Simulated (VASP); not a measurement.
# SnSe (wurtzite type) (P6_3mc) in VASP: a series of runs

SnSe (wurtzite type) is run at these levels: PBE; tasks: relaxation of shape and atoms at fixed volume.

Everything below comes from runs of VASP 6.6.1. Logs are shortened: lines on timing, memory, paths and dates and some standing lists are left out, and cuts for length are marked.

## Step 1: The cell of the first run

The structure is hexagonal, space group P6_3mc (No. 186). Conventional cell: a = 4.406 Å, b = 4.406 Å, c = 5.296 Å, α = 90.00°, β = 90.00°, γ = 120.00°. Within 3.3 Å of Sn (site symmetry 3m) lie 5 Se at 2.48 to 2.82 Å. Within 3.3 Å of Se (site symmetry 3m) lie 5 Sn at 2.48 to 2.82 Å.

## Step 2: Relaxation of shape and atoms at fixed volume, PBE

INCAR

```
SYSTEM = SnSe
PREC = Accurate
ENCUT = 600
EDIFF = 1E-6
ISMEAR = -1
SIGMA = 0.08
LREAL = .FALSE.
LASPH = .TRUE.
NELM = 80
ALGO = Normal
ISIF = 4
LWAVE = .FALSE.
LCHARG = .FALSE.
GGA = PE
IBRION = 2
NSW = 50
EDIFFG = -0.005
```

KPOINTS

```
regular mesh
0
G
  9 9 5
  0 0 0
```

POSCAR

```
SnSe
1.0
    4.4063050480      0.0000000000      0.0000000000
   -2.2031525240      3.8159721084      0.0000000000
    0.0000000000      0.0000000000      5.2962569027
Sn Se
2 2
Direct
    0.3333333333      0.6666666667     -0.0458466306
    0.6666666667      0.3333333333      0.4541533694
    0.3333333333      0.6666666667      0.4218466306
    0.6666666667      0.3333333333      0.9218466306
```

Potentials or basis: VASP PAW PBE potentials, release 64 (Sn_d, Se).

The run is started by

```bash
$ cat potpaw_PBE.64/Sn_d/POTCAR potpaw_PBE.64/Se/POTCAR > POTCAR
$ mpirun -np 1 vasp_std > vasp.out
```

OUTCAR:

```text
SYSTEM = SnSe
   PREC = Accurate
   ENCUT = 600
   EDIFF = 1E-6
   ISMEAR = -1
   LREAL = .FALSE.
   LASPH = .TRUE.
   NELM = 80
   ISIF = 4
   GGA = PE
   IBRION = 2
   NSW = 50
   EDIFFG = -0.005

 ion  position               nearest neighbor table
   1  0.333  0.667  0.954-   3 2.48   4 2.55   4 2.55   4 2.55   3 2.82   2 3.67   2 3.67   2 3.67
                             2 3.67   2 3.67   2 3.67
   2  0.667  0.333  0.454-   4 2.48   3 2.55   3 2.55   3 2.55   4 2.82   1 3.67   1 3.67   1 3.67
                             1 3.67   1 3.67   1 3.67
   3  0.333  0.667  0.422-   1 2.48   2 2.55   2 2.55   2 2.55   1 2.82
   4  0.667  0.333  0.922-   2 2.48   1 2.55   1 2.55   1 2.55   2 2.82

  LATTYP: Found a hexagonal cell.
 ALAT       =     4.4063050480
 C/A-ratio  =     1.2019723657

  Lattice vectors:

 A1 = (   4.4063050480,   0.0000000000,   0.0000000000)
 A2 = (  -2.2031525240,   3.8159721084,   0.0000000000)
 A3 = (   0.0000000000,   0.0000000000,   5.2962569027)

Analysis of symmetry for initial positions (statically):
=====================================================================
 Subroutine PRICEL returns:
 Original cell was already a primitive cell.

 Routine SETGRP: Setting up the symmetry group for a
 hexagonal supercell.

 Subroutine GETGRP returns: Found 12 space group operations
 (whereof  6 operations were pure point group operations)
 out of a pool of 24 trial point group operations.

The static configuration has the point symmetry C_3v.
 The point group associated with its full space group is C_6v.

Analysis of symmetry for dynamics (positions and initial velocities):
=====================================================================
 Subroutine PRICEL returns:
 Original cell was already a primitive cell.

 Routine SETGRP: Setting up the symmetry group for a
 hexagonal supercell.

 Subroutine GETGRP returns: Found 12 space group operations
 (whereof  6 operations were pure point group operations)
 out of a pool of 24 trial point group operations.

The dynamic configuration has the point symmetry C_3v.
 The point group associated with its full space group is C_6v.

 Subroutine INISYM returns: Found 12 space group operations
 (whereof  6 operations are pure point group operations),
 and found     1 'primitive' translations

----------------------------------------------------------------------------------------

                                     Primitive cell

  volume of cell :      89.0530

  direct lattice vectors                    reciprocal lattice vectors
     4.406305048  0.000000000  0.000000000     0.226947519  0.131028211  0.000000000
    -2.203152524  3.815972108  0.000000000     0.000000000  0.262056423  0.000000000
     0.000000000  0.000000000  5.296256903     0.000000000  0.000000000  0.188812593

  length of vectors
     4.406305048  4.406305048  5.296256903     0.262056423  0.262056423  0.188812593

  position of ions in fractional coordinates (direct lattice)
     0.333333333  0.666666667  0.954153369
     0.666666667  0.333333333  0.454153369
     0.333333333  0.666666667  0.421846631
     0.666666667  0.333333333  0.921846631

  ion indices of the primitive-cell ions
   primitive index   ion index
                 1           1
                 2           2
                 3           3
                 4           4

----------------------------------------------------------------------------------------

 KPOINTS: regular mesh

Automatic generation of k-mesh.
 Grid dimensions read from file:
 generate k-points for:    9    9    5

 Generating k-lattice:

  Cartesian coordinates                     Fractional coordinates (reciprocal lattice)
     0.025216391  0.014558690  0.000000000     0.111111111  0.000000000  0.000000000
     0.000000000  0.029117380  0.000000000     0.000000000  0.111111111  0.000000000
     0.000000000  0.000000000  0.037762519     0.000000000  0.000000000  0.200000000

  Length of vectors
     0.029117380  0.029117380  0.037762519

  Shift w.r.t. Gamma in fractional coordinates (k-lattice)
     0.000000000  0.000000000  0.000000000

 Subroutine IBZKPT returns following result:
 ===========================================

 Found     36 irreducible k-points:

 Following reciprocal coordinates:
            Coordinates               Weight
  0.000000  0.000000  0.000000      1.000000
  0.111111 -0.000000  0.000000      6.000000
  0.222222 -0.000000  0.000000      6.000000
  0.333333 -0.000000  0.000000      6.000000
  0.444444 -0.000000  0.000000      6.000000
  0.111111  0.111111  0.000000      6.000000
[... 16 lines left out ...]
  0.333333  0.222222  0.200000     24.000000
  0.333333  0.333333  0.200000      4.000000
 [... further k-points ...]
   k-points           NKPTS =     36   k-points in BZ     NKDIM =     36   number of bands    NBANDS=     24
   number of dos      NEDOS =    301   number of ions     NIONS =      4
   total plane-waves  NPLWV =  54432
   dimension x,y,z NGX =    36 NGY =   36 NGZ =   42
   dimension x,y,z NGXF=    72 NGYF=   72 NGZF=   84
   ions per type =               2   2
   NGX,Y,Z   is equivalent  to a cutoff of  13.58, 13.58, 13.18 a.u.
   NGXF,Y,Z  is equivalent  to a cutoff of  27.16, 27.16, 26.37 a.u.
 SYSTEM =  SnSe
   PREC   = accura    normal or accurate (medium, high low for compatibility)
   ISTART =      0    job   : 0-new  1-cont  2-samecut
   ICHARG =      2    charge: 1-file 2-atom 10-const
   ISPIN  =      1    spin polarized calculation?
   LNONCOLLINEAR =      F non collinear calculations
   LSORBIT =      F    spin-orbit coupling
   LASPH  =      T    aspherical Exc in radial PAW
   ENCUT  =  600.0 eV  44.10 Ry    6.64 a.u.   8.80  8.80 10.58*2*pi/ulx,y,z
   NELM   =     80;   NELMIN=  2; NELMDL= -5     # of ELM steps
   EDIFF  = 0.1E-05   stopping-criterion for ELM
   LREAL  =      F    real-space projection
   EDIFFG = -.5E-02   stopping-criterion for IOM
   NSW    =     50    number of steps for IOM
   IBRION =      2    ionic relax: 0-MD 1-quasi-New 2-CG
   NFREE  =      1    steps in history (QN), initial steepest desc. (CG)
   ISIF   =      4    stress and relaxation
   ISYM   =      2    0-nonsym 1-usesym 2-fastsym
   POTIM  = 0.5000    time-step for ionic-motion
   TEBEG  =    0.0;   TEEND  =   0.0 temperature during run
   PSTRESS=    0.0 pullay stress
   NELECT =      40.0000    total number of electrons
   NUPDOWN=      -1.0000    fix difference up-down
   EMIN   =  10.00;   EMAX   =-10.00  energy-range for DOS
   EFERMI =   0.00;   METHOD = LEGACY
   ISMEAR =    -1;   SIGMA  =   0.08  broadening in eV -4-tet -1-fermi 0-gaus
   EFERMI_NEDOS =   21; number of points for ismear=-14 and -15
   IALGO  =     38    algorithm
   IMIX   =      4    mixing-type and parameters
     AMIX     =   0.40;   BMIX     =  1.00
     AMIX_MAG =   1.60;   BMIX_MAG =  1.00
  volume/ion in A,a.u.               =      22.26       150.24
  Fermi-wavevector in a.u.,A,eV,Ry     =   1.253753  2.369249 21.386943  1.571896
  Thomas-Fermi vector in A             =   2.387591
   LORBIT       =      0    0 simple, 1 ext, 2 COOP (PROOUT), +10 PAW based schemes
   GGA     = PE    functional components
   LHFCALC =     F    Hartree Fock is set to
   AEXX    =    0.0000 exact exchange contribution
   IVDW    =     0    specifies the selected vdW correction
   LEPSILON=     F    determine dielectric tensor
   LRPA    =     F    only Hartree local field effects (RPA)
 conjugate gradient relaxation of ions
 non-spin polarized calculation
  energy-cutoff  :      600.00
  volume of cell :       89.05
 maximum number of plane-waves:      3003
 NGX is ok and might be reduce to    36
   NGX = 17   NGY = 17   NGZ = 21

--------------------------------------- Ionic step        1  -------------------------------------------

 number of electron      39.9999999 magnetization

 Free energy of the ion-electron system (eV)
  ---------------------------------------------------
  ext. energy  EPLUGINS =         0.00000000
  ---------------------------------------------------
  free energy    TOTEN  =       -11.77314528 eV

  energy without entropy =      -11.72850060  energy(sigma->0) =      -11.75082294

------------------------ aborting loop because EDIFF is reached ----------------------------------------

  FORCE on cell =-STRESS in cart. coord.  units (eV):
  Direction    XX          YY          ZZ          XY          YZ          ZX
  --------------------------------------------------------------------------------------
  -------------------------------------------------------------------------------------
  Total       20.7469162     20.7469162     23.0599702      0.0000000      0.0000000      0.0000000
  in kB      373.2633430    373.2633430    414.8781184      0.0000000      0.0000000      0.0000000
  external PRESSURE =     387.1349348 kB  Pullay stress =       0.0000000 kB
[... 95 lines left out ...]
  FREE ENERGIE OF THE ION-ELECTRON SYSTEM (eV)
  ---------------------------------------------------
  free  energy   TOTEN  =       -11.9079059902 eV

  energy  without entropy=      -11.8629955663  energy(sigma->0) =      -11.88545078

[... ionic steps 4 to 7 ...]

--------------------------------------- Ionic step        8  -------------------------------------------

 number of electron      39.9999998 magnetization

------------------------ aborting loop because EDIFF is reached ----------------------------------------

  FORCE on cell =-STRESS in cart. coord.  units (eV):
  Direction    XX          YY          ZZ          XY          YZ          ZX
  --------------------------------------------------------------------------------------
  -------------------------------------------------------------------------------------
  Total       20.8213412     20.8213412     20.9123419      0.0000000      0.0000000     -0.0000000
  in kB      374.6023418    374.6023418    376.2395607      0.0000000      0.0000000     -0.0000000
  external PRESSURE =     375.1480814 kB  Pullay stress =       0.0000000 kB
[... 61 lines left out ...]
  energy  without entropy=      -11.9195612975  energy(sigma->0) =      -11.94334794

--------------------------------------- Ionic step       10  -------------------------------------------

 number of electron      39.9999998 magnetization

 Free energy of the ion-electron system (eV)
  ---------------------------------------------------
  ext. energy  EPLUGINS =         0.00000000
  ---------------------------------------------------
  free energy    TOTEN  =       -11.96713910 eV

  energy without entropy =      -11.91957403  energy(sigma->0) =      -11.94335657

 E-fermi :   8.7809     XC(G=0): -10.3365

 val. band max:        8.7665285311   @ k =   0.3333   0.2222   0.2000
 cond. band min:       8.7870591325   @ k =   0.3333   0.2222   0.4000
 fundamental gap:      0.0205306013
 Fermi energy:         8.7808628073

 k-point     1 :       0.0000    0.0000    0.0000
  band No.  band energies     occupation
      1     -13.8049      2.00000
      2     -13.6428      2.00000
      3     -13.6428      2.00000
      4     -13.6410      2.00000
      5     -13.6410      2.00000
      6     -13.6190      2.00000
[... 637 lines left out ...]
     23      11.1522      0.00000
     24      11.5464      0.00000

 [... further k-points ...]

------------------------ aborting loop because EDIFF is reached ----------------------------------------

  FORCE on cell =-STRESS in cart. coord.  units (eV):
  Direction    XX          YY          ZZ          XY          YZ          ZX
  --------------------------------------------------------------------------------------
  -------------------------------------------------------------------------------------
  Total       20.8534043     20.8534043     20.8506970      0.0000000      0.0000000     -0.0000000
  in kB      375.1791975    375.1791975    375.1304909      0.0000000      0.0000000     -0.0000000
  external PRESSURE =     375.1629619 kB  Pullay stress =       0.0000000 kB
[... 19 lines left out ...]
  FREE ENERGIE OF THE ION-ELECTRON SYSTEM (eV)
  ---------------------------------------------------
  free  energy   TOTEN  =       -11.9671390973 eV

  energy  without entropy=      -11.9195740337  energy(sigma->0) =      -11.94335657

 reached required accuracy - stopping structural energy minimisation
```

Wall time 4.4 min (1 thread of AMD EPYC 9R45 (Zen 5), shared host); peak memory 0.24 GiB.

What came out:

| Quantity | Value |
| --- | --- |
| Free energy | -11.9671 eV |
| Energy gained by relaxing | 48.5 meV/atom |
| Ionic steps | 10 |
| Pressure after relaxing | 37.5 GPa |
| Band gap on the k mesh | zero (bands 20 and 21 overlap by 0.46 eV) |

Step by step:
| step | energy change (eV) | largest force (eV/Å) | pressure (GPa) | volume (Å³) |
| --- | --- | --- | --- | --- |
| 1 | 0.0000 | 1.2484 | 38.71 | 89.05 |
| 2 | -0.1327 | 0.2255 | 37.87 | 89.05 |
| 3 | -0.1348 | 0.3105 | 37.88 | 89.05 |
| 4 | -0.1891 | 0.0837 | 37.47 | 89.05 |
| 5 | -0.1938 | 0.0288 | 37.51 | 89.05 |
| 6 | -0.1938 | 0.0210 | 37.51 | 89.05 |
| 7 | -0.1940 | 0.0117 | 37.51 | 89.05 |
| 8 | -0.1940 | 0.0058 | 37.51 | 89.05 |
| 9 | -0.1940 | 0.0017 | 37.52 | 89.05 |
| 10 | -0.1940 | 0.0011 | 37.52 | 89.05 |

Final structure:
```
Sn Se
1.0
     4.41057    0.00000    0.00000
    -2.20528    3.81966    0.00000
     0.00000    0.00000    5.28603
Sn Se
2 2
Direct
  0.33333 0.66667 0.93799
  0.66667 0.33333 0.43799
  0.33333 0.66667 0.43801
  0.66667 0.33333 0.93801
```

Caveat: semilocal functionals underestimate gaps, and a narrow one can read as zero; spin-orbit coupling is left out, which moves the levels of the heavy elements.

## Step 3: Relaxation of shape and atoms at fixed volume, PBE

This run uses another cell than the first one, of 25.05 Å³/atom.

INCAR

```
PREC = Accurate
ENCUT = 600
EDIFF = 1E-7
ISMEAR = -1
SIGMA = 0.08
LREAL = F
LASPH = T
NELM = 100
ALGO = Normal
ISIF = 4
LWAVE = F
LCHARG = F
GGA = PE
IBRION = 2
NSW = 50
EDIFFG = -0.005
```

KPOINTS

```
regular mesh
0
Gamma
  9 9 5
```

POSCAR

```
SnSe
1.0
    4.5827419248      0.0000000000      0.0000000000
   -2.2913709624      3.9687709259      0.0000000000
    0.0000000000      0.0000000000      5.5083291530
Sn Se
2 2
Direct
    0.3333333333      0.6666666667     -0.0458466306
    0.6666666667      0.3333333333      0.4541533694
    0.3333333333      0.6666666667      0.4218466306
    0.6666666667      0.3333333333      0.9218466306
```

Potentials or basis: VASP PAW PBE potentials, release 64 (Sn_d, Se).

The run is started by

```bash
$ cat potpaw_PBE.64/Sn_d/POTCAR potpaw_PBE.64/Se/POTCAR > POTCAR
$ mpirun -np 1 vasp_std > vasp.out
```

Wall time 5.3 min (1 thread of AMD EPYC 9R45 (Zen 5), shared host); peak memory 0.29 GiB.

It converged, with:

| Item | Value |
| --- | --- |
| Free energy | -14.0136 eV |
| Energy gained by relaxing | 31.5 meV/atom |
| Ionic steps | 8 |
| Pressure after relaxing | 22.4 GPa |
| Band gap on the k mesh | zero (bands 20 and 21 overlap by 0.05 eV) |

The path:
```csv
step,energy change (eV),largest force (eV/Å),pressure (GPa),volume (Å³)
1,0.0000,0.8006,23.23,100.18
2,-0.0737,0.3043,22.67,100.18
3,-0.0741,0.2771,22.65,100.18
4,-0.1242,0.0767,22.44,100.18
5,-0.1245,0.0564,22.43,100.18
6,-0.1260,0.0028,22.42,100.18
7,-0.1260,0.0033,22.42,100.18
8,-0.1260,0.0016,22.42,100.18
```

Final structure:
```
Sn Se
1.0
     4.58276    0.00000    0.00000
    -2.29138    3.96879    0.00000
     0.00000    0.00000    5.50828
Sn Se
2 2
Cartesian
  0.0000 2.6459 5.1670
  2.2914 1.3229 2.4128
  0.0000 2.6459 2.4124
  2.2914 1.3229 5.1665
```

Levels at points of the mesh, in eV from the Fermi level:
| k point | band 16 | band 17 | band 18 | band 19 | band 20 | band 21 | band 22 | band 23 | band 24 |
| --- | --- | --- | --- | --- | --- | --- | --- | --- | --- |
| (0.00, 0.00, 0.00) | -5.41 | -4.38 | -3.56 | -3.56 | -3.46 | 0.29 | 0.29 | 2.60 | 2.60 |

Caveat: semilocal functionals underestimate gaps, and a narrow one can read as zero; spin-orbit coupling is left out, which moves the levels of the heavy elements.

## Step 4: Relaxation of shape and atoms at fixed volume, PBE

This run uses another cell than the first one, of 27.83 Å³/atom.

INCAR

```
ALGO = Normal
EDIFF = 1E-6
EDIFFG = -0.005
ENCUT = 600
GGA = PE
IBRION = 2
ISIF = 4
ISMEAR = -1
LASPH = True
LCHARG = False
LREAL = False
LWAVE = False
NELM = 100
NSW = 50
PREC = Accurate
SIGMA = 0.08
```

KPOINTS

```
k-points
0
Gamma
  9 9 5
```

POSCAR

```
SnSe
1.0
    4.7465482251      0.0000000000      0.0000000000
   -2.3732741125      4.1106313432      0.0000000000
    0.0000000000      0.0000000000      5.7052197992
Sn Se
2 2
Direct
    0.3333333333      0.6666666667     -0.0458466306
    0.6666666667      0.3333333333      0.4541533694
    0.3333333333      0.6666666667      0.4218466306
    0.6666666667      0.3333333333      0.9218466306
```

The run is started by

```bash
$ cat potpaw_PBE.64/Sn_d/POTCAR potpaw_PBE.64/Se/POTCAR > POTCAR
$ mpirun -np 1 vasp_std > vasp.out
```

Run time: 5.6 min. Hardware: 1 thread of AMD EPYC 9R45 (Zen 5), shared host; peak memory 0.3 GiB.

It converged, with:

* Free energy: -15.1967 eV
* Energy gained by relaxing: 19.4 meV/atom
* Ionic steps: 8
* Pressure after relaxing: 12.3 GPa
* Band gap on the k mesh: 0.32 eV (least direct gap 1.04 eV)

The path:
| step | energy change (eV) | largest force (eV/Å) | pressure (GPa) | volume (Å³) |
| --- | --- | --- | --- | --- |
| 1 | 0.0000 | 0.4940 | 12.92 | 111.32 |
| 2 | -0.0351 | 0.2711 | 12.59 | 111.32 |
| 3 | -0.0388 | 0.1955 | 12.50 | 111.32 |
| 4 | -0.0657 | 0.1300 | 12.37 | 111.32 |
| 5 | -0.0756 | 0.0506 | 12.33 | 111.32 |
| 6 | -0.0756 | 0.0543 | 12.33 | 111.32 |
| 7 | -0.0775 | 0.0165 | 12.30 | 111.32 |
| 8 | -0.0778 | 0.0004 | 12.30 | 111.32 |

Final structure:
```cif
data_structure
_symmetry_space_group_name_H-M 'P 1'
_symmetry_Int_Tables_number 1
_cell_length_a 4.7498
_cell_length_b 4.7498
_cell_length_c 5.6974
_cell_angle_alpha 90.000
_cell_angle_beta 90.000
_cell_angle_gamma 120.000
_cell_volume 111.32
loop_
_atom_site_label
_atom_site_type_symbol
_atom_site_fract_x
_atom_site_fract_y
_atom_site_fract_z
_atom_site_occupancy
Sn1 Sn 0.33333 0.66667 0.93803 1
Sn2 Sn 0.66667 0.33333 0.43803 1
Se1 Se 0.33333 0.66667 0.43797 1
Se2 Se 0.66667 0.33333 0.93797 1
```

Levels at points of the mesh, in eV from the valence-band top:
```csv
k point,band 17,band 18,band 19,band 20,band 21,band 22,band 23,band 24
"(0.00, 0.00, 0.00)",-4.76,-3.16,-3.16,-3.05,0.56,0.56,2.59,2.59
```

Caveat: semilocal functionals underestimate gaps, and a narrow one can read as zero; spin-orbit coupling is left out, which moves the levels of the heavy elements. A k mesh can miss the band edges.

## Step 5: Summary

```tsv
cell	gap on the mesh (eV)	pressure (GPa)
relaxed from a = 4.406, b = 4.406, c = 5.296 Å, angles 90.0, 90.0, 120.0°, 4 atoms	none	37.5
relaxed from a = 4.583, b = 4.583, c = 5.508 Å, angles 90.0, 90.0, 120.0°, 4 atoms	none	22.4
relaxed from a = 4.747, b = 4.747, c = 5.705 Å, angles 90.0, 90.0, 120.0°, 4 atoms	0.32	12.3
```

Alike in all rows: task relaxation of shape and atoms at fixed volume; level PBE; potentials or basis VASP PAW PBE potentials, release 64 (Sn_d, Se); no spin polarisation; k mesh 9 × 9 × 5; cutoff (eV) 600; smearing fermi-dirac 0.08 eV.

Caveats: semilocal functionals underestimate gaps, and a narrow one can read as zero; spin-orbit coupling is left out, which moves the levels of the heavy elements.

Absolute energies hang on the potentials; compare differences alone.

The gap in the log of VASP goes by the Fermi energy; the results here count the filled bands.